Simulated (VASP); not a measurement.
Write the native input for VASP 6.6.1 that does the following.

| Item | Value |
| --- | --- |
| Task | relaxation of the atoms |
| Functional | PBE |
| Potentials or basis | VASP PAW PBE potentials, release 64 (Si, Zr_sv, O) |
| Cutoff | 520 eV |
| k mesh | 2 × 2 × 2, shifted |
| Occupations | gaussian, width 0.02 eV |
| Spin | no spin polarisation |
| Dipole correction | no |
| Further INCAR settings | ALGO = Normal; EDIFF = 1e-07; IBRION = 2; EDIFFG = -0.03; NSW = 60 |

The structure of Zr7SiO16 (a cell with a defect) lies in POSCAR:

```
Zr7SiO16
1.0
   -4.2974407741      0.0000000000     -5.2917550941
    5.1895664815      5.2420801746     -0.0119863860
    5.1895664815     -5.2420801746     -0.0119863860
Si Zr O
1 7 16
Direct
    0.2100338419      0.4452362339      0.4890297915
    0.2100338419      0.9452362339      0.9890297915
    0.7100338419      0.4890297915      0.9452362339
    0.7100338419      0.9890297915      0.4452362339
    0.2899661581      0.0109702085      0.5547637661
    0.2899661581      0.5109702085      0.0547637661
    0.7899661581      0.0547637661      0.0109702085
    0.7899661581      0.5547637661      0.5109702085
    0.1499981753      0.6943158908      0.5206663200
    0.1499981753      0.1943158908      0.0206663200
    0.6499981753      0.0206663200      0.6943158908
    0.6499981753      0.5206663200      0.1943158908
    0.9755306553      0.3906502659      0.1338962514
    0.9755306553      0.8906502659      0.6338962514
    0.5244693447      0.3661037486      0.6093497341
    0.5244693447      0.8661037486      0.1093497341
    0.4755306553      0.1338962514      0.8906502659
    0.4755306553      0.6338962514      0.3906502659
    0.0244693447      0.1093497341      0.3661037486
    0.0244693447      0.6093497341      0.8661037486
    0.3500018247      0.4793336800      0.8056841092
    0.3500018247      0.9793336800      0.3056841092
    0.8500018247      0.8056841092      0.9793336800
    0.8500018247      0.3056841092      0.4793336800
```

The input as run:

INCAR

```
SYSTEM = Zr7SiO16
PREC     = Accurate       ! precision mode
ENCUT    = 520            ! plane-wave cutoff, eV
EDIFF    = 1E-7           ! SCF threshold, eV
ISMEAR   = 0              ! smearing method
SIGMA    = 0.02           ! smearing width, eV
LREAL    = .FALSE.        ! projectors in reciprocal space
LASPH    = .TRUE.         ! aspherical terms in the spheres
NELM     = 120            ! most SCF steps
ALGO     = Normal         ! electronic algorithm
ISIF     = 2              ! what is computed and relaxed
LWAVE    = .FALSE.        ! write WAVECAR
LCHARG   = .FALSE.        ! write CHGCAR
GGA      = PE             ! functional
IBRION   = 2              ! ionic algorithm
NSW      = 60             ! ionic steps
EDIFFG   = -0.03          ! ionic threshold
GGA_COMPAT= .FALSE.      
NELMIN   = 4            
KPAR     = 2            
NCORE    = 2
```

KPOINTS

```
Automatic mesh
0
Gamma
  2 2 2
  0.5 0.5 0.5
```

Potentials or basis: VASP PAW PBE potentials, release 64 (Si, Zr_sv, O).

Command:

```sh
$ cat potpaw_PBE.64/Si/POTCAR potpaw_PBE.64/Zr_sv/POTCAR potpaw_PBE.64/O/POTCAR > POTCAR
$ mpirun -np 4 vasp_std > vasp.out
```

Results of the run:

The energy gained by relaxing is 110.6 meV/atom. The ionic steps are 37 and the pressure after relaxing is -3.3 GPa. The largest force after relaxing is 0.030 eV/Å. The band gap on the k mesh is 3.76 eV.

Caveat: the k points lie up to 0.55 Å⁻¹ apart.

It took 25 min on 4 MPI ranks on Intel(R) Xeon(R) Platinum 8259CL CPU @ 2.50GHz (Skylake/Cascade Lake), on a shared host, peak memory 0.31 GiB a rank.
